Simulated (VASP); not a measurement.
# LiGaI2 (P-3m1) in VASP: vibrations by perturbation theory with PBE

Aim: the vibrations by perturbation theory of LiGaI2 with PBE.

Everything below comes from runs of VASP 6.6.1. Logs are shortened: lines on timing, memory, paths and dates and some standing lists are left out, and cuts for length are marked.

### Step 1. The cell of the first run

The structure is trigonal, space group P-3m1 (No. 164). The conventional cell has a = 4.418 Å, b = 4.418 Å, c = 7.606 Å, α = 90.00°, β = 90.00°, γ = 120.00°. Li (site symmetry -3m) has 6 I at 3.05 Å and 2 Ga at 3.80 Å within 4.0 Å. Within 4.5 Å of Ga (site symmetry -3m) lie 6 I at 3.32 Å and 2 Li at 3.80 Å and 6 Ga at 4.42 Å. I (site symmetry 3m) has 3 Li at 3.05 Å and 3 Ga at 3.32 Å within 4.0 Å.

### Step 2. Vibrations by perturbation theory, PBE

Contents of INCAR:

```
  PREC = Accurate
  ENCUT = 520
  EDIFF = 1E-8
  ISMEAR = 0
  SIGMA = 0.01
  LREAL = False
  LASPH = True
  NELM = 100
  ALGO = Normal
  ISIF = 2
  LWAVE = False
  LCHARG = True
  GGA = PE
  IBRION = 8
  NSW = 1
  LEPSILON = True
```

Contents of KPOINTS:

```
Automatic mesh
0
Gamma
  6 6 4
```

Contents of POSCAR:

```
LiGaI2
1.0
    4.4180493480      0.0000000000      0.0000000000
   -2.2090246740      3.8261429706      0.0000000000
    0.0000000000      0.0000000000      7.6058859504
Li Ga I
1 1 2
Direct
    0.0000000000      0.0000000000      0.0000000000
    0.0000000000      0.0000000000      0.5000000000
    0.3333333333      0.6666666667      0.2206220912
    0.6666666667      0.3333333333      0.7793779088
```

Potentials or basis: VASP PAW PBE potentials, release 64 (Li_sv, Ga_d, I).

Started as:

```console
> cat potpaw_PBE.64/Li_sv/POTCAR potpaw_PBE.64/Ga_d/POTCAR potpaw_PBE.64/I/POTCAR > POTCAR
> mpirun -np 1 vasp_std > vasp.out
```

OUTCAR:

```text
PREC = Accurate
   ENCUT = 520
   EDIFF = 1E-8
   ISMEAR = 0
   LREAL = False
   LASPH = True
   NELM = 100
   ISIF = 2
   GGA = PE
   IBRION = 8
   NSW = 1
   LEPSILON = True

 ion  position               nearest neighbor table
   1  0.000  0.000  0.000-   3 3.05   4 3.05   4 3.05   3 3.05   4 3.05   3 3.05
   2  0.000  0.000  0.500-
   3  0.333  0.667  0.221-   1 3.05   1 3.05   1 3.05
   4  0.667  0.333  0.779-   1 3.05   1 3.05   1 3.05

  LATTYP: Found a hexagonal cell.
 ALAT       =     4.4180493480
 C/A-ratio  =     1.7215484372

  Lattice vectors:

 A1 = (   4.4180493480,   0.0000000000,   0.0000000000)
 A2 = (  -2.2090246740,   3.8261429706,   0.0000000000)
 A3 = (   0.0000000000,   0.0000000000,   7.6058859504)

Analysis of symmetry for initial positions (statically):
=====================================================================
 Subroutine PRICEL returns:
 Original cell was already a primitive cell.

 Routine SETGRP: Setting up the symmetry group for a
 hexagonal supercell.

 Subroutine GETGRP returns: Found 12 space group operations
 (whereof 12 operations were pure point group operations)
 out of a pool of 24 trial point group operations.

The static configuration has the point symmetry D_3d.

Analysis of symmetry for dynamics (positions and initial velocities):
=====================================================================
 Subroutine PRICEL returns:
 Original cell was already a primitive cell.

 Routine SETGRP: Setting up the symmetry group for a
 hexagonal supercell.

 Subroutine GETGRP returns: Found 12 space group operations
 (whereof 12 operations were pure point group operations)
 out of a pool of 24 trial point group operations.

The dynamic configuration has the point symmetry D_3d.

 Subroutine INISYM returns: Found 12 space group operations
 (whereof 12 operations are pure point group operations),
 and found     1 'primitive' translations

----------------------------------------------------------------------------------------

                                     Primitive cell

  volume of cell :     128.5706

  direct lattice vectors                    reciprocal lattice vectors
     4.418049348  0.000000000  0.000000000     0.226344235  0.130679905  0.000000000
    -2.209024674  3.826142971  0.000000000     0.000000000  0.261359810  0.000000000
     0.000000000  0.000000000  7.605885950     0.000000000  0.000000000  0.131477123

  length of vectors
     4.418049348  4.418049348  7.605885950     0.261359810  0.261359810  0.131477123

  position of ions in fractional coordinates (direct lattice)
     0.000000000  0.000000000  0.000000000
     0.000000000  0.000000000  0.500000000
     0.333333333  0.666666667  0.220622091
     0.666666667  0.333333333  0.779377909

  ion indices of the primitive-cell ions
   primitive index   ion index
                 1           1
                 2           2
                 3           3
                 4           4

----------------------------------------------------------------------------------------

 KPOINTS: Automatic mesh

Automatic generation of k-mesh.
 Grid dimensions read from file:
 generate k-points for:    6    6    4

 Generating k-lattice:

  Cartesian coordinates                     Fractional coordinates (reciprocal lattice)
     0.037724039  0.021779984  0.000000000     0.166666667  0.000000000  0.000000000
     0.000000000  0.043559968  0.000000000     0.000000000  0.166666667  0.000000000
     0.000000000  0.000000000  0.032869281     0.000000000  0.000000000  0.250000000

  Length of vectors
     0.043559968  0.043559968  0.032869281

  Shift w.r.t. Gamma in fractional coordinates (k-lattice)
     0.000000000  0.000000000  0.000000000

 Subroutine IBZKPT returns following result:
 ===========================================

[... 667 lines left out ...]

  energy without entropy =       -1.79858576

------------------------ aborting loop because EDIFF is reached ----------------------------------------

--------------------------------------- Ionic step        2  -------------------------------------------

------------------------ aborting loop because EDIFF is reached ----------------------------------------

--------------------------------------- Ionic step        3  -------------------------------------------

------------------------ aborting loop because EDIFF is reached ----------------------------------------

 PIEZOELECTRIC TENSOR FIELD DIRECTION 3  (e Angst)
 -----------------------------------------------------------------------------
     0.00073  0.00000 -0.00000           ( -0.00001  0.00000 -0.00000)
     0.00000  0.00073  0.00000           (  0.00000 -0.00001  0.00000)
     0.00000  0.00000  0.00249           ( -0.00000  0.00000  0.00001)

 PIEZOELECTRIC TENSOR FIELD DIRECTION 3  (C/m^2)
 -----------------------------------------------------------------------------
     0.00009  0.00000 -0.00000
     0.00000  0.00009  0.00000
     0.00000  0.00000  0.00031

[... ionic steps 4 to 9 ...]

--------------------------------------- Ionic step       10  -------------------------------------------

------------------------ aborting loop because EDIFF is reached ----------------------------------------

[... ionic steps 11 to 11 ...]

--------------------------------------- Ionic step       12  -------------------------------------------

 Free energy of the ion-electron system (eV)
  ---------------------------------------------------
  ---------------------------------------------------
  free energy    TOTEN  =        -0.10027223 eV

  energy without entropy =       -0.10027223

------------------------ aborting loop because EDIFF is reached ----------------------------------------

 INTERNAL STRAIN TENSOR  FOR ION    3  DIRECTION 3   (eV/Angst):
 -----------------------------------------------------------------------------
     0.55217 -0.00000  0.00000
    -0.00000  0.55217  0.00000
    -0.00000  0.00000  0.18893

 MACROSCOPIC STATIC DIELECTRIC TENSOR (including local field effects in DFT)
 ------------------------------------------------------
           5.488762     0.000000     0.000000
          -0.000000     5.488762    -0.000000
           0.000000     0.000000     5.901479
 ------------------------------------------------------

 PIEZOELECTRIC TENSOR (including local field effects)  for field in x, y, z        (e  Angst)
          XX          YY          ZZ          XY          YZ          ZX
  --------------------------------------------------------------------------------
  x     0.00000     0.00000     0.00000     0.00000     0.00000     0.00000
  y     0.00000     0.00000     0.00000     0.00000     0.00000     0.00000
  z     0.00000     0.00000     0.00000     0.00000     0.00000     0.00000

 PIEZOELECTRIC TENSOR (including local field effects)  for field in x, y, z        (C/m^2)
          XX          YY          ZZ          XY          YZ          ZX
  --------------------------------------------------------------------------------
  x     0.00000     0.00000     0.00000     0.00000     0.00000     0.00000
  y     0.00000     0.00000     0.00000     0.00000     0.00000     0.00000
  z     0.00000     0.00000     0.00000     0.00000     0.00000     0.00000

 BORN EFFECTIVE CHARGES (including local field effects) (in |e|, cummulative output)
 ---------------------------------------------------------------------------------
 ion    1
    1     1.34246     0.00000     0.00000
    2     0.00000     1.34246     0.00000
    3    -0.00000     0.00000     1.74705
 ion    2
    1     1.95012     0.00000     0.00000
    2     0.00000     1.95012     0.00000
    3     0.00000     0.00000     2.02995
 ion    3
    1    -1.64629     0.00000     0.00000
    2     0.00000    -1.64629     0.00000
    3     0.00000    -0.00000    -1.88850
 ion    4
    1    -1.64629     0.00000     0.00000
    2     0.00000    -1.64629     0.00000
    3     0.00000    -0.00000    -1.88850

 INTERNAL STRAIN TENSOR FOR ION    4 for displacements in x,y,z  (eV/Angst):
          X           Y           Z          XY          YZ          ZX
  --------------------------------------------------------------------------------
  x     0.00000     0.00000     0.00000    -0.53829     0.00000    -0.48218
  y    -0.53829     0.53829     0.00000     0.00000    -0.93750     0.00000
  z    -0.55217    -0.55217    -0.18893     0.00000     0.00000     0.00000

 SECOND DERIVATIVES (NOT SYMMETRIZED)
 ------------------------------------
               1X          1Y          1Z          2X          2Y          2Z          3X          3Y          3Z          4X          4Y          4Z
  1X    -0.482534    0.000000    0.000000   -0.023396    0.000000    0.000000    0.252965    0.000000    0.000000    0.252965    0.000000    0.000000
  1Y     0.000000   -0.482534    0.000000    0.000000   -0.023396    0.000000    0.000000    0.252965    0.000000    0.000000    0.252965    0.000000
  1Z     0.000000    0.000000   -1.115411    0.000000   -0.000000    1.352371    0.000000    0.000000   -0.118480    0.000000    0.000000   -0.118480
  2X    -0.035544    0.000000    0.000000   -0.683940    0.000000    0.000000    0.359742    0.000000    0.000000    0.359742    0.000000    0.000000
  2Y     0.000000   -0.035544    0.000000    0.000000   -0.683940    0.000000    0.000000    0.359742    0.000000    0.000000    0.359742    0.000000
  2Z     0.000000    0.000000    1.321761    0.000000    0.000000   -2.354349    0.000000    0.000000    0.516294   -0.000000    0.000000    0.516294
  3X     0.207301    0.000000    0.000000    0.343681    0.000000    0.000000   -0.917241    0.000000    0.000000    0.366258    0.000000    0.000000
  3Y     0.000000    0.207301    0.000000    0.000000    0.343681    0.000000    0.000000   -0.917241    0.000000    0.000000    0.366258    0.000000
  3Z     0.000000    0.000000   -0.146019    0.000000   -0.000000    0.486913    0.000000   -0.000000   -1.682312   -0.000000   -0.000000    1.341417
  4X     0.207301    0.000000    0.000000    0.343681    0.000000    0.000000    0.366258    0.000000    0.000000   -0.917241    0.000000    0.000000
  4Y     0.000000    0.207301    0.000000    0.000000    0.343681    0.000000    0.000000    0.366258    0.000000    0.000000   -0.917241    0.000000
  4Z     0.000000    0.000000   -0.146019    0.000000   -0.000000    0.486913   -0.000000   -0.000000    1.341417    0.000000   -0.000000   -1.682312

 Eigenvectors and eigenvalues of the dynamical matrix
 ----------------------------------------------------

   1 f  =    6.705048 THz    42.129062 2PiTHz  223.656343 cm-1    27.729840 meV
             X         Y         Z           dx          dy          dz
      0.000000  0.000000  0.000000     0.000000    0.000000   -0.925726
      0.000000  0.000000  3.802943     0.000000    0.000000    0.375182
     -0.000000  2.550762  1.678026     0.000000    0.000000   -0.033682
      2.209025  1.275381  5.927859    -0.000000   -0.000000   -0.033682
[... 71 lines left out ...]
  12 f/i=    0.075249 THz     0.472803 2PiTHz    2.510034 cm-1     0.311204 meV
             X         Y         Z           dx          dy          dz
      0.000000  0.000000  0.000000    -0.000000   -0.000000    0.127116
      0.000000  0.000000  3.802943    -0.000000   -0.000000    0.427294
     -0.000000  2.550762  1.678026    -0.000000   -0.000000    0.632954
      2.209025  1.275381  5.927859    -0.000000   -0.000000    0.632954

--------------------------------------------------------------------------------------------------------

 MACROSCOPIC STATIC DIELECTRIC TENSOR IONIC CONTRIBUTION
 ------------------------------------------------------
          13.090333     0.000000     0.000000
           0.000000    13.090333     0.000000
           0.000000     0.000000    39.957048
 ------------------------------------------------------

 ELASTIC MODULI CONTR FROM IONIC RELAXATION (kBar)
 Direction    XX          YY          ZZ          XY          YZ          ZX
 --------------------------------------------------------------------------------
 XX          -8.1395      3.1134     -0.8598     -0.0000     -9.7991     -0.0000
 YY           3.1134     -8.1395     -0.8598      0.0000      9.7991      0.0000
 ZZ          -0.8598     -0.8598     -0.2942      0.0000      0.0000      0.0000
 XY          -0.0000      0.0000      0.0000     -5.6264     -0.0000     -5.0400
 YZ          -9.7991      9.7991      0.0000     -0.0000    -17.0665     -0.0000
 ZX          -0.0000      0.0000      0.0000     -5.0400     -0.0000     -4.5147
 --------------------------------------------------------------------------------

 PIEZOELECTRIC TENSOR IONIC CONTR  for field in x, y, z        (C/m^2)
          XX          YY          ZZ          XY          YZ          ZX
  --------------------------------------------------------------------------------
  x     0.00000    -0.00000    -0.00000    -0.00000     0.00000    -0.00000
  y     0.00000    -0.00000    -0.00000     0.00000     0.00000     0.00000
  z    -0.00000    -0.00000    -0.00000     0.00000     0.00000     0.00000
```

It took 37 min on 1 thread of Intel Xeon Platinum 8488C (Sapphire Rapids), shared host; peak memory 0.77 GiB.

Results:

```yaml
Electronic_dielectric_tensor_diagonal: 5.49, 5.49, 5.90
Born_charges_mean_of_the_diagonal: Li +1.48; Ga +1.98; I -1.73 e
Highest_phonon_frequency_at_Γ_LO-TO_splitting_left_out: 224 cm⁻¹
```

Phonon frequencies in cm⁻¹ (negative: imaginary):
```tsv
q point	frequencies
(0.000, 0.000, 0.000)	-3 -2 -2 52 52 56 58 58 80 139 139 224
```

Electronic dielectric tensor:
```
5.49 0.00 0.00
0.00 5.49 0.00
0.00 0.00 5.90
```

Born effective charge tensors (e):
atom 1, Li
```
1.34 0.00 0.00
0.00 1.34 0.00
0.00 0.00 1.75
```
atom 2, Ga
```
1.95 0.00 0.00
0.00 1.95 0.00
0.00 0.00 2.03
```
atom 3, I
```
-1.65  0.00  0.00
 0.00 -1.65  0.00
 0.00  0.00 -1.89
```
atom 4, I
```
-1.65  0.00  0.00
 0.00 -1.65  0.00
 0.00  0.00 -1.89
```

Caveat: spin-orbit coupling is left out, which moves the levels of the heavy elements.
